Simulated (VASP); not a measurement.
## Li: single point with PBEsol

Li:

```
CELL_PARAMETERS angstrom
3.11100 0.00000 0.00000
-1.55550 2.69421 0.00000
0.00000 0.00000 5.09300
ATOMIC_POSITIONS crystal
Li 0.33333 0.66667 0.25000
Li 0.66667 0.33333 0.75000
```

This isn't the form of Li at room conditions, which is bcc.

```
Program             : VASP 6.6.1
Task                : single point
Functional          : PBEsol
Potentials or basis : VASP PAW PBE potentials, release 64 (Li_sv)
Cutoff              : 520 eV
k mesh              : 7 × 7 × 2
Occupations         : gaussian, width 0.1 eV
Spin                : no spin polarisation
```

- Band gap on the k mesh: zero (bands 3 and 4 overlap by 3.69 eV)

Levels at points of the mesh, in eV from the Fermi level:
```csv
k point,band 1,band 2,band 3,band 4,band 5,band 6,band 7,band 8
"(0.00, 0.00, 0.00)",-45.93,-45.91,-3.42,0.06,2.81,12.13,12.13,13.48
"(0.00, 0.00, 0.50)",-45.92,-45.92,-2.34,-2.34,7.72,7.72,13.00,13.00
```

Wall time 8.5 s on 1 thread of Intel Xeon 8259CL, with other jobs on the host, peak memory 0.14 GiB.

Caveat: the k points lie up to 0.62 Å⁻¹ apart, too coarse for converged energies and pressures of a metal.
